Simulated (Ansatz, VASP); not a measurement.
# Two plane-wave programs on Ag

```
Ag
1.0
    -1.61256    1.61256    1.61256
     1.61256   -1.61256    1.61256
     1.61256    1.61256   -1.61256
Ag
1
Direct
  0.00000 0.00000 0.00000
```

Alike in both runs: functional PBEsol; k mesh 18 × 18 × 18; occupations gaussian, width 0.1 eV; no spin polarisation.

Ansatz relaxed the structure, and its values are those at the end. VASP's run is a single point on that final structure, the one shown.

|  | VASP | Ansatz |
| --- | --- | --- |
| version | VASP 6.6.1 | Ansatz 0.2.0 |
| potentials or method | VASP PAW PBE potentials, release 64 (Ag), cutoff 520 eV | scalar-relativistic, plane waves, PAW |
| valence electrons in the cell | 11 | 19 |

|  | VASP | Ansatz | Ansatz less VASP |
| --- | --- | --- | --- |
| gap on the k mesh at the Fermi level (eV) | none | none | - |
| pressure (GPa) | -0.2 | 0.0 | +0.22 |

VASP's potentials were made for PBE, not for PBEsol. A gap of «none» marks a metal or a gap that the smearing closes. The functional is the same, so the differences come from potentials, cutoffs and numerics. VASP's potentials hold 11 valence electrons a cell and Ansatz's 19, so a difference there can come from the potentials and not from the codes.
